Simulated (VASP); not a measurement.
# Si2W in VASP: notebook, part 2 of 2

VASP 6.6.1. Earlier steps stand in the parts before.

### 3 Relaxation of the atoms, PBE

The input, INCAR:

```
PREC = Accurate
ENCUT = 520
EDIFF = 1E-6
ISMEAR = 0
SIGMA = 0.1
LREAL = False
LASPH = True
NELM = 100
ALGO = Normal
ISIF = 2
LWAVE = False
LCHARG = False
LDIPOL = True
IDIPOL = 3
DIPOL = 0.5 0.5 0.500
GGA = PE
IBRION = 2
NSW = 70
EDIFFG = -0.03
```

The input, KPOINTS:

```
regular mesh
0
Gamma
  9 9 1
```

The input, POSCAR:

```
Si2W
1.0
    3.2290359795      0.0000000000      0.0000000000
    0.0000000000      3.2290359795      0.0000000000
    0.0000000000      0.0000000000     20.5367265632
Si W
4 2
Selective dynamics
Direct
    0.0000000000      0.0000000000      0.3408527634  F F F
    0.0000000000      0.0000000000      0.4676032415  F F F
    0.5000000000      0.5000000000      0.5323967585  T T T
    0.5000000000      0.5000000000      0.6591472366  T T T
    0.5000000000      0.5000000000      0.4042280024  F F F
    0.0000000000      0.0000000000      0.5957719976  T T T
```

Potentials or basis: VASP PAW PBE potentials, release 64 (Si, W_sv).

Run with:

```bash
$ cat potpaw_PBE.64/Si/POTCAR potpaw_PBE.64/W_sv/POTCAR > POTCAR
$ mpirun -np 1 vasp_std > vasp.out
```

OUTCAR:

```text
PREC = Accurate
   ENCUT = 520
   EDIFF = 1E-6
   ISMEAR = 0
   LREAL = False
   LASPH = True
   NELM = 100
   ISIF = 2
   GGA = PE
   IBRION = 2
   NSW = 70
   EDIFFG = -0.03

 ion  position               nearest neighbor table
   1  0.000  0.000  0.341-   2 2.60   5 2.63   5 2.63   5 2.63   5 2.63
   2  0.000  0.000  0.468-   1 2.60   5 2.63   5 2.63   5 2.63   5 2.63   6 2.63   3 2.64   3 2.64
                             3 2.64   3 2.64
   3  0.500  0.500  0.532-   4 2.60   6 2.63   6 2.63   6 2.63   6 2.63   5 2.63   2 2.64   2 2.64
                             2 2.64   2 2.64
   4  0.500  0.500  0.659-   3 2.60   6 2.63   6 2.63   6 2.63   6 2.63
   5  0.500  0.500  0.404-   1 2.63   1 2.63   1 2.63   1 2.63   2 2.63   2 2.63   2 2.63   2 2.63
                             3 2.63
   6  0.000  0.000  0.596-   4 2.63   4 2.63   4 2.63   4 2.63   3 2.63   3 2.63   3 2.63   3 2.63
                             2 2.63

  LATTYP: Found a simple tetragonal cell.
 ALAT       =     3.2290359795
 C/A-ratio  =     6.3600178795

  Lattice vectors:

 A1 = (   3.2290359795,   0.0000000000,   0.0000000000)
 A2 = (   0.0000000000,   3.2290359795,   0.0000000000)
 A3 = (   0.0000000000,   0.0000000000,  20.5367265632)

Analysis of symmetry for initial positions (statically):
=====================================================================
 Subroutine PRICEL returns:
 Original cell was already a primitive cell.

 Routine SETGRP: Setting up the symmetry group for a
 simple tetragonal supercell.

 Subroutine GETGRP returns: Found 16 space group operations
 (whereof  8 operations were pure point group operations)
 out of a pool of 16 trial point group operations.

The static configuration has the point symmetry C_4v.
 The point group associated with its full space group is D_4h.

Analysis of symmetry for dynamics (positions and initial velocities):
=====================================================================
 Subroutine PRICEL returns:
 Original cell was already a primitive cell.

 Routine SETGRP: Setting up the symmetry group for a
 simple tetragonal supercell.

 Subroutine GETGRP returns: Found 16 space group operations
 (whereof  8 operations were pure point group operations)
 out of a pool of 16 trial point group operations.

The dynamic configuration has the point symmetry C_4v.
 The point group associated with its full space group is D_4h.

Analysis of constrained symmetry for selective dynamics:
=====================================================================
 Subroutine PRICEL returns:
 Original cell was already a primitive cell.

 Routine SETGRP: Setting up the symmetry group for a
 simple tetragonal supercell.

 Subroutine GETGRP returns: Found  8 space group operations
 (whereof  8 operations were pure point group operations)
 out of a pool of 16 trial point group operations.

The constrained configuration has the point symmetry C_4v.

 Subroutine INISYM returns: Found  8 space group operations
 (whereof  8 operations are pure point group operations),
 and found     1 'primitive' translations

----------------------------------------------------------------------------------------

                                     Primitive cell

  volume of cell :     214.1297

  direct lattice vectors                    reciprocal lattice vectors
[... 101 lines left out ...]
   EFERMI_NEDOS =   21; number of points for ismear=-14 and -15
   IALGO  =     38    algorithm
   IMIX   =      4    mixing-type and parameters
     AMIX     =   0.40;   BMIX     =  1.00
     AMIX_MAG =   1.60;   BMIX_MAG =  1.00
  volume/ion in A,a.u.               =      35.69       240.84
  Fermi-wavevector in a.u.,A,eV,Ry     =   0.966051  1.825572 12.697699  0.933255
  Thomas-Fermi vector in A             =   2.095820
   LORBIT       =      0    0 simple, 1 ext, 2 COOP (PROOUT), +10 PAW based schemes
   GGA     = PE    functional components
   LHFCALC =     F    Hartree Fock is set to
   AEXX    =    0.0000 exact exchange contribution
   IVDW    =     0    specifies the selected vdW correction
   LEPSILON=     F    determine dielectric tensor
   LRPA    =     F    only Hartree local field effects (RPA)
 conjugate gradient relaxation of ions
 non-spin polarized calculation
 Gauss-broadening in eV      SIGMA  =   0.10
  energy-cutoff  :      520.00
  volume of cell :      214.13
 maximum number of plane-waves:      5812
   NGX = 13   NGY = 13   NGZ = 77

--------------------------------------- Ionic step        1  -------------------------------------------

 number of electron      43.9999998 magnetization

 Free energy of the ion-electron system (eV)
  ---------------------------------------------------
  ext. energy  EPLUGINS =         0.00000000
  ---------------------------------------------------
  free energy    TOTEN  =       -46.43423786 eV

  energy without entropy =      -46.41252495  energy(sigma->0) =      -46.42338140

------------------------ aborting loop because EDIFF is reached ----------------------------------------

  FORCE on cell =-STRESS in cart. coord.  units (eV):
  Direction    XX          YY          ZZ          XY          YZ          ZX
  --------------------------------------------------------------------------------------
  -------------------------------------------------------------------------------------
  Total       -1.8870573     -1.8870573     -2.8120989      0.0000000      0.0000000      0.0000000
  in kB      -14.1194791    -14.1194791    -21.0408941      0.0000000      0.0000000      0.0000000
  external PRESSURE =     -16.4266175 kB  Pullay stress =       0.0000000 kB
[... 109 lines left out ...]
 number of electron      43.9999999 magnetization

------------------------ aborting loop because EDIFF is reached ----------------------------------------

 vacuum level on the upper side and lower side of the slab       (xc-potential included)        -0.004        -0.012

  FORCE on cell =-STRESS in cart. coord.  units (eV):
  Direction    XX          YY          ZZ          XY          YZ          ZX
  --------------------------------------------------------------------------------------
  -------------------------------------------------------------------------------------
  Total       -1.5687935     -1.5687935     -1.3639092      0.0000000      0.0000000      0.0000000
  in kB      -11.7381421    -11.7381421    -10.2051420      0.0000000      0.0000000      0.0000000
  external PRESSURE =     -11.2271421 kB  Pullay stress =       0.0000000 kB
[... 61 lines left out ...]
  FREE ENERGIE OF THE ION-ELECTRON SYSTEM (eV)
  ---------------------------------------------------
  free  energy   TOTEN  =       -46.4580729664 eV

  energy  without entropy=      -46.4363330271  energy(sigma->0) =      -46.44720300

 dipolmoment           0.000000      0.000000      0.000271 electrons x Angstroem

--------------------------------------- Ionic step        6  -------------------------------------------

 number of electron      43.9999998 magnetization

 dipolmoment           0.000000      0.000000     -0.001900 electrons x Angstroem

 Free energy of the ion-electron system (eV)
  ---------------------------------------------------
  ext. energy  EPLUGINS =         0.00000000
  ---------------------------------------------------
  free energy    TOTEN  =       -46.45989904 eV

  energy without entropy =      -46.43768246  energy(sigma->0) =      -46.44879075

 E-fermi :   1.6528     XC(G=0):  -5.7618

 val. band max:        1.6450900882   @ k =   0.4444   0.0000   0.0000
 cond. band min:       1.6828072594   @ k =   0.3333   0.0000   0.0000
 fundamental gap:      0.0377171712
 Fermi energy:         1.6527951780

 k-point     1 :       0.0000    0.0000    0.0000
  band No.  band energies     occupation
      1     -72.0844      2.00000
      2     -72.0707      2.00000
      3     -36.3307      2.00000
      4     -36.3168      2.00000
      5     -36.2979      2.00000
      6     -36.2979      2.00000
[... 424 lines left out ...]
     25       4.4762      0.00000
     26       4.7066      0.00000

------------------------ aborting loop because EDIFF is reached ----------------------------------------

 vacuum level on the upper side and lower side of the slab       (xc-potential included)        -0.024         0.008

  FORCE on cell =-STRESS in cart. coord.  units (eV):
  Direction    XX          YY          ZZ          XY          YZ          ZX
  --------------------------------------------------------------------------------------
  -------------------------------------------------------------------------------------
  Total       -1.0661829     -1.0661829     -0.5820150      0.0000000      0.0000000     -0.0000000
  in kB       -7.9774720     -7.9774720     -4.3547955      0.0000000      0.0000000     -0.0000000
  external PRESSURE =      -6.7699132 kB  Pullay stress =       0.0000000 kB
[... 21 lines left out ...]
  FREE ENERGIE OF THE ION-ELECTRON SYSTEM (eV)
  ---------------------------------------------------
  free  energy   TOTEN  =       -46.4598990438 eV

  energy  without entropy=      -46.4376824557  energy(sigma->0) =      -46.44879075

 reached required accuracy - stopping structural energy minimisation

 vacuum level on the upper side and lower side of the slab         6.200         6.233
```

Wall time 9.1 min (1 thread of Oxide Virtual Turin-like, shared host); peak memory 0.3 GiB.

What came out:

```yaml
Free_energy: -46.4599 eV
Energy_gained_by_relaxing: 4.3 meV/atom
Ionic_steps: 6
Band_gap_on_the_k_mesh: zero (bands 22 and 23 overlap by 0.88 eV)
```

Step by step:
```tsv
step	energy change (eV)	largest force on free atoms (eV/Å)	pressure (GPa)
1	0.0000	0.4020	-1.64
2	-0.0078	0.2039	-1.50
3	-0.0129	0.2420	-1.25
4	-0.0193	0.1887	-1.12
5	-0.0238	0.1445	-0.84
6	-0.0257	0.0137	-0.68
```

Final structure:
```
CELL_PARAMETERS angstrom
3.22904 0.00000 0.00000
0.00000 3.22904 0.00000
0.00000 0.00000 20.53673
ATOMIC_POSITIONS crystal
Si 0.00000 0.00000 0.34085
Si 0.00000 0.00000 0.46760
Si 0.50000 0.50000 0.52957
Si 0.50000 0.50000 0.65449
W 0.50000 0.50000 0.40423
W 0.00000 0.00000 0.59237
```

Levels at points of the mesh, in eV from the Fermi level:
| k point | band 20 | band 21 | band 22 | band 23 | band 24 | band 25 |
| --- | --- | --- | --- | --- | --- | --- |
| (0.00, 0.00, 0.00) | -0.56 | 0.51 | 0.83 | 0.95 | 1.03 | 1.03 |

Caveat: spin-orbit coupling is left out, which moves the levels of the heavy elements.
